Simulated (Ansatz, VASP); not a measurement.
TiO2: VASP beside Ansatz

Contents of INCAR:

```
  PREC = Accurate
  ENCUT = 520
  EDIFF = 1E-6
  ISMEAR = 0
  SIGMA = 0.05
  LREAL = F
  LASPH = T
  NELM = 150
  ALGO = Normal
  ISIF = 2
  LWAVE = F
  LCHARG = F
  LMAXMIX = 4
  LDAU = T
  LDAUTYPE = 2
  LDAUL = 2 -1
  LDAUU = 4 0
  LDAUJ = 0 0
  LDAUPRINT = 1
  GGA = PE
  NBANDS = 33
```

The input KPOINTS:

```
Automatic mesh
0
Gamma
  8 8 8
```

POSCAR

```
TiO2
1.0
   -1.9089353641      1.9089353641      4.5217341663
    1.9089353641     -1.9089353641      4.5217341663
    1.9089353641      1.9089353641     -4.5217341663
Ti O
2 4
Direct
    0.0000000000      0.0000000000      0.0000000000
    0.7500000000      0.2500000000      0.5000000000
    0.2052765759      0.2052765759      0.0000000000
    0.9552765759      0.4552765759      0.5000000000
    0.5447234241      0.0447234241      0.5000000000
    0.7947234241      0.7947234241      0.0000000000
```

Input for Ansatz:

```yaml
crystal:
  lattice:
    - [-1.9089353641, 1.9089353641, 4.5217341663]
    - [1.9089353641, -1.9089353641, 4.5217341663]
    - [1.9089353641, 1.9089353641, -4.5217341663]
  atoms:
    - { symbol: Ti, position: [0.0, 0.0, 0.0] }
    - { symbol: Ti, position: [0.75, 0.25, 0.5] }
    - { symbol: O, position: [0.2052765759, 0.2052765759, 0.0] }
    - { symbol: O, position: [0.9552765759, 0.4552765759, 0.5] }
    - { symbol: O, position: [0.5447234241, 0.0447234241, 0.5] }
    - { symbol: O, position: [0.7947234241, 0.7947234241, 0.0] }
basis:
  ecutwfc: 420
kpoints:
  mp_grid: { grid: [8, 8, 8] }
hamiltonian:
  xc: pbe
  hubbard: { sites: [{ species: Ti, l: d, u_eff: 4.0 }] }
scf:
  occupations: { method: gaussian, width: 0.05 }
output:
  forces: true
  stress: true
  eigenvalues: true
```

Change from the starting cell: strain -0.0750 x Voigt [0, 0, 1, 0, 0, 0], atoms carried along.

Alike in both runs: task single point; functional PBE; k mesh 8 × 8 × 8; occupations gaussian, width 0.05 eV; no spin polarisation; Hubbard terms Ti d U = 4.0 eV.

|  | VASP | Ansatz |
| --- | --- | --- |
| version | VASP 6.6.1 | Ansatz 0.2.0 |
| potentials or method | VASP PAW PBE potentials, release 64 (Ti_sv, O), cutoff 520 eV | scalar-relativistic, plane waves, PAW |
| valence electrons in the cell | 48 | 48 |

|  | VASP | Ansatz | Ansatz less VASP |
| --- | --- | --- | --- |
| gap on the k mesh at the Fermi level (eV) | 2.91 | 2.92 | +0.017 |
| least direct gap on the mesh (eV) | 3.15 | 3.15 | +0.003 |
| pressure (GPa) | 27.3 | 21.9 | -5.41 |
| traceless stress, the component that is largest in VASP (GPa) | 22.00 | 20.76 | -1.244 |
| rms of the force components (eV/Å) | 1.103 | 0.957 | -0.1457 |

The programs project onto different local orbitals, so the same U acts differently, and such runs can settle in different states. Atom by atom the forces differ by 0.146 eV/Å (rms over components).
